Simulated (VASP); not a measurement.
Write the native input for VASP 6.6.1 that does the following.

```yaml
Task: single point
Functional: LDA
Potentials_or_basis: VASP PAW LDA potentials, release 64 (Cu)
Cutoff: 520 eV
k_mesh: 9 × 9 × 5
Occupations: methfessel-paxton, width 0.15 eV
Spin: no spin polarisation
Dipole_correction: no
Further_INCAR_settings: ALGO = Normal; EDIFF = 1e-06; NBANDS = 18
```

The structure of Cu lies in POSCAR:

```
Cu
1.0
    2.5340970000      0.0000000000      0.0000000000
   -1.2670480000      2.1945920000      0.0000000000
    0.0000000000      0.0000000000      4.1125710000
Cu
2
Direct
    0.3333333333      0.6666666667      0.2500000000
    0.6666666667      0.3333333333      0.7500000000
```

One way to write it, as run:

INCAR

```
ALGO = Normal
EDIFF = 1E-6
ENCUT = 520
GGA = CA
ISIF = 2
ISMEAR = 1
LASPH = True
LCHARG = False
LREAL = False
LWAVE = False
NBANDS = 18
NELM = 60
PREC = Accurate
SIGMA = 0.15
```

KPOINTS

```
k-points
0
Gamma
  9 9 5
```

Potentials or basis: VASP PAW LDA potentials, release 64 (Cu).

Run with:

```console
$ cat potpaw_LDA.64/Cu/POTCAR > POTCAR
$ mpirun -np 1 vasp_std > vasp.out
```

It gave:

```
Pressure               : -7.0 GPa
Band gap on the k mesh : zero (band 11 reaches 11.74 eV, above the bottom of band 12 at 5.83 eV)
```

Run time: 9.7 s on 1 thread of Intel(R) Xeon(R) Platinum 8259CL CPU @ 2.50GHz (Skylake/Cascade Lake), with other jobs on the host, peak memory 0.13 GiB.
